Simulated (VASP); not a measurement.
# GeSb4Te7 (P-3m1) in VASP: single point with r2SCAN

Aim: the single point of GeSb4Te7 with r2SCAN.

All numbers are computed with VASP 6.6.1; they aren't measurements. Logs are shortened: lines on timing, memory, paths and dates and some standing lists are left out, and cuts for length are marked.

## (1) The cell of the first run

The structure is trigonal, space group P-3m1 (No. 164). The conventional cell has a = 4.266 Å, b = 4.266 Å, c = 24.224 Å, α = 90.00°, β = 90.00°, γ = 120.00°. Ge (site symmetry -3m) has 6 Te at 2.98 Å within 3.9 Å. Sb (site symmetry 3m) has 6 Te at 3.00 to 3.16 Å within 3.9 Å. Sb (site symmetry 3m) has 6 Te at 2.99 to 3.18 Å within 3.9 Å. Within 4.0 Å of Te (site symmetry 3m) lie 3 Sb at 3.00 Å and 3 Te at 3.92 Å. Te (site symmetry 3m) has 3 Sb at 2.99 Å and 3 Te at 3.92 Å within 4.0 Å. Within 3.9 Å of Te (site symmetry 3m) lie 3 Ge at 2.98 Å and 3 Sb at 3.18 Å. Te (site symmetry -3m) has 6 Sb at 3.16 Å and 12 Te at 4.27 to 4.43 Å within 4.5 Å.

## (2) Single point, r2SCAN

File POSCAR:

```
GeSb4Te7
1.0
    4.2656563157      0.0000000000      0.0000000000
   -2.1328281578      3.6941667332      0.0000000000
    0.0000000000      0.0000000000     24.2241407580
Ge Sb Te
1 4 7
Direct
    0.0000000000      0.0000000000      0.5000000000
    0.6666666667      0.3333333333      0.9182116933
    0.3333333333      0.6666666667      0.3480242700
    0.3333333333      0.6666666667      0.0817883067
    0.6666666667      0.3333333333      0.6519757300
    0.3333333333      0.6666666667      0.8477998490
    0.6666666667      0.3333333333      0.1522001510
    0.0000000000      0.0000000000      0.7219454116
    0.6666666667      0.3333333333      0.4308888126
    0.3333333333      0.6666666667      0.5691111874
    0.0000000000      0.0000000000      0.0000000000
    0.0000000000      0.0000000000      0.2780545884
```

File INCAR.step1:

```
PREC = Accurate ; ENCUT = 520
ISMEAR = 0 ; SIGMA = 0.01
LREAL = False ; LASPH = True
NELM = 100 ; NBANDS = 50
GGA = PE ; ALGO = Normal
EDIFF = 1E-4 ; LWAVE = True
LCHARG = False ; KPAR = 4
```

File INCAR.step2:

```
PREC = Accurate ; ENCUT = 520
EDIFF = 1E-7 ; ISMEAR = 0
SIGMA = 0.01 ; LREAL = False
LASPH = True ; NELM = 100
ALGO = Normal ; ISIF = 2
LWAVE = False ; LCHARG = False
METAGGA = R2SCAN ; LMIXTAU = True
NBANDS = 50 ; ISTART = 1
KPAR = 4
```

File KPOINTS:

```
Automatic mesh
0
Gamma
  12 12 2
```

Potentials or basis: VASP PAW PBE potentials, release 64 (Ge_d, Sb, Te).

The run is started by

```sh
$ cat potpaw_PBE.64/Ge_d/POTCAR potpaw_PBE.64/Sb/POTCAR potpaw_PBE.64/Te/POTCAR > POTCAR
$ cp INCAR.step1 INCAR
$ mpirun -np 4 vasp_std > vasp.out
$ cp INCAR.step2 INCAR
$ mpirun -np 4 vasp_std > vasp.out
```

OUTCAR:

```text
PREC = Accurate
   ENCUT = 520
   EDIFF = 1E-7
   ISMEAR = 0
   LREAL = False
   LASPH = True
   NELM = 100
   ISIF = 2
   METAGGA = R2SCAN
   ISTART = 1

 ion  position               nearest neighbor table
   1  0.000  0.000  0.500-   9 2.98  10 2.98  10 2.98   9 2.98   9 2.98  10 2.98
   2  0.667  0.333  0.918-   6 3.00   6 3.00   6 3.00  11 3.16  11 3.16  11 3.16
   3  0.333  0.667  0.348-  12 2.99  12 2.99  12 2.99   9 3.18   9 3.18   9 3.18
   4  0.333  0.667  0.082-   7 3.00   7 3.00   7 3.00  11 3.16  11 3.16  11 3.16
   5  0.667  0.333  0.652-   8 2.99   8 2.99   8 2.99  10 3.18  10 3.18  10 3.18
   6  0.333  0.667  0.848-   2 3.00   2 3.00   2 3.00
   7  0.667  0.333  0.152-   4 3.00   4 3.00   4 3.00
   8  0.000  0.000  0.722-   5 2.99   5 2.99   5 2.99
   9  0.667  0.333  0.431-   1 2.98   1 2.98   1 2.98   3 3.18   3 3.18   3 3.18
  10  0.333  0.667  0.569-   1 2.98   1 2.98   1 2.98   5 3.18   5 3.18   5 3.18
  11  0.000  0.000  0.000-   2 3.16   4 3.16   4 3.16   2 3.16   2 3.16   4 3.16
  12  0.000  0.000  0.278-   3 2.99   3 2.99   3 2.99

  LATTYP: Found a hexagonal cell.
 ALAT       =     4.2656563157
 C/A-ratio  =     5.6788777541

  Lattice vectors:

 A1 = (   4.2656563157,   0.0000000000,   0.0000000000)
 A2 = (  -2.1328281578,   3.6941667332,   0.0000000000)
 A3 = (   0.0000000000,   0.0000000000,  24.2241407580)

Analysis of symmetry for initial positions (statically):
=====================================================================
 Subroutine PRICEL returns:
 Original cell was already a primitive cell.

 Routine SETGRP: Setting up the symmetry group for a
 hexagonal supercell.

 Subroutine GETGRP returns: Found 12 space group operations
 (whereof 12 operations were pure point group operations)
 out of a pool of 24 trial point group operations.

The static configuration has the point symmetry D_3d.

Analysis of symmetry for dynamics (positions and initial velocities):
=====================================================================
 Subroutine PRICEL returns:
 Original cell was already a primitive cell.

 Routine SETGRP: Setting up the symmetry group for a
 hexagonal supercell.

 Subroutine GETGRP returns: Found 12 space group operations
 (whereof 12 operations were pure point group operations)
 out of a pool of 24 trial point group operations.

The dynamic configuration has the point symmetry D_3d.

 Subroutine INISYM returns: Found 12 space group operations
 (whereof 12 operations are pure point group operations),
[... 122 lines left out ...]
   ISIF   =      2    stress and relaxation
   ISYM   =      2    0-nonsym 1-usesym 2-fastsym
   POTIM  = 0.5000    time-step for ionic-motion
   TEBEG  =    0.0;   TEEND  =   0.0 temperature during run
   PSTRESS=    0.0 pullay stress
   NELECT =      76.0000    total number of electrons
   NUPDOWN=      -1.0000    fix difference up-down
   EMIN   =  10.00;   EMAX   =-10.00  energy-range for DOS
   EFERMI =   0.00;   METHOD = LEGACY
   ISMEAR =     0;   SIGMA  =   0.01  broadening in eV -4-tet -1-fermi 0-gaus
   EFERMI_NEDOS =   21; number of points for ismear=-14 and -15
   IALGO  =     38    algorithm
   IMIX   =      4    mixing-type and parameters
     AMIX     =   0.40;   BMIX     =  1.00
     AMIX_MAG =   1.60;   BMIX_MAG =  1.00
  volume/ion in A,a.u.               =      31.81       214.67
  Fermi-wavevector in a.u.,A,eV,Ry     =   0.955937  1.806458 12.433206  0.913815
  Thomas-Fermi vector in A             =   2.084819
   LORBIT       =      0    0 simple, 1 ext, 2 COOP (PROOUT), +10 PAW based schemes
   METAGGA = R2SCAN    functional components
   LHFCALC =     F    Hartree Fock is set to
   AEXX    =    0.0000 exact exchange contribution
   IVDW    =     0    specifies the selected vdW correction
   LEPSILON=     F    determine dielectric tensor
   LRPA    =     F    only Hartree local field effects (RPA)
 non-spin polarized calculation
 Gauss-broadening in eV      SIGMA  =   0.01
  energy-cutoff  :      520.00
  volume of cell :      381.73
 maximum number of plane-waves:     10344
 NGX is ok and might be reduce to    32
   NGX = 15   NGY = 15   NGZ = 91

 number of electron      76.0000003 magnetization

 Free energy of the ion-electron system (eV)
  ---------------------------------------------------
  ext. energy  EPLUGINS =         0.00000000
  ---------------------------------------------------
  free energy    TOTEN  =      -295.91286887 eV

  energy without entropy =     -295.91286887  energy(sigma->0) =     -295.91286887

 E-fermi :   6.3299     XC(G=0):  -9.7220

 val. band max:        6.2273198832   @ k =   0.0000   0.0000   0.5000
 cond. band min:       6.6451406622   @ k =   0.0000   0.0000   0.5000
 fundamental gap:      0.4178207791
 Fermi energy:         6.3299197438

 k-point     1 :       0.0000    0.0000    0.0000
  band No.  band energies     occupation
      1     -19.4173      2.00000
      2     -19.4173      2.00000
      3     -19.4090      2.00000
      4     -19.4062      2.00000
      5     -19.4062      2.00000
      6      -7.6047      2.00000
[... 1261 lines left out ...]
     49       9.3567      0.00000
     50       9.6721      0.00000

 [... further k-points ...]
[... 5 lines left out ...]
  --------------------------------------------------------------------------------------
  -------------------------------------------------------------------------------------
  Total        2.2298249      2.2298249      2.0361100      0.0000000      0.0000000      0.0000000
  in kB        9.3590248      9.3590248      8.5459647      0.0000000      0.0000000      0.0000000
  external PRESSURE =       9.0880048 kB  Pullay stress =       0.0000000 kB

 VOLUME and BASIS-vectors are now :
 -----------------------------------------------------------------------------
  energy-cutoff  :      520.00
  volume of cell :      381.73
      direct lattice vectors                 reciprocal lattice vectors
     4.265656316  0.000000000  0.000000000     0.234430513  0.135348520  0.000000000
    -2.132828158  3.694166733  0.000000000     0.000000000  0.270697040  0.000000000
     0.000000000  0.000000000 24.224140758     0.000000000  0.000000000  0.041281134

 POSITION                                       TOTAL-FORCE (eV/Angst)
 -----------------------------------------------------------------------------------
      0.00000      0.00000     12.11207         0.000000      0.000000     -0.000000
      2.13283      1.23139     22.24289        -0.000000      0.000000     -0.010671
     -0.00000      2.46278      8.43059         0.000000     -0.000000      0.038207
     -0.00000      2.46278      1.98125         0.000000     -0.000000      0.010671
      2.13283      1.23139     15.79355         0.000000      0.000000     -0.038207
     -0.00000      2.46278     20.53722         0.000000     -0.000000     -0.010664
      2.13283      1.23139      3.68692        -0.000000      0.000000      0.010664
      0.00000      0.00000     17.48851         0.000000      0.000000      0.041190
      2.13283      1.23139     10.43791         0.000000      0.000000     -0.017328
     -0.00000      2.46278     13.78623        -0.000000     -0.000000      0.017328
      0.00000      0.00000      0.00000         0.000000      0.000000     -0.000000
      0.00000      0.00000      6.73563         0.000000      0.000000     -0.041190
 -----------------------------------------------------------------------------------
    total drift:                                0.000000      0.000000      0.000000

  FREE ENERGIE OF THE ION-ELECTRON SYSTEM (eV)
  ---------------------------------------------------
  free  energy   TOTEN  =      -295.9128688735 eV

  energy  without entropy=     -295.9128688735  energy(sigma->0) =     -295.91286887
```

Wall time 31 min (4 MPI ranks of Oxide Virtual Turin-like, shared host); peak memory 0.9 GiB.

What came out:

| Quantity | Value |
| --- | --- |
| Free energy | -295.9129 eV |
| Pressure | 0.9 GPa |
| Largest force | 0.041 eV/Å |
| Band gap on the k mesh | 0.42 eV |

Forces in eV/Å, atoms in the order of the input:
```
Ge   0.000  0.000  0.000
Sb   0.000  0.000 -0.011
Sb   0.000  0.000  0.038
Sb   0.000  0.000  0.011
Sb   0.000  0.000 -0.038
Te   0.000  0.000 -0.011
Te   0.000  0.000  0.011
Te   0.000  0.000  0.041
Te   0.000  0.000 -0.017
Te   0.000  0.000  0.017
Te   0.000  0.000  0.000
Te   0.000  0.000 -0.041
```

Stress tensor (GPa, compression positive):
```
0.94 0.00 0.00
0.00 0.94 0.00
0.00 0.00 0.85
```

Caveat: the PAW data sets were made with another functional, which shifts forces and pressure a little; spin-orbit coupling is left out, which moves the levels of the heavy elements. A k mesh can miss the band edges.
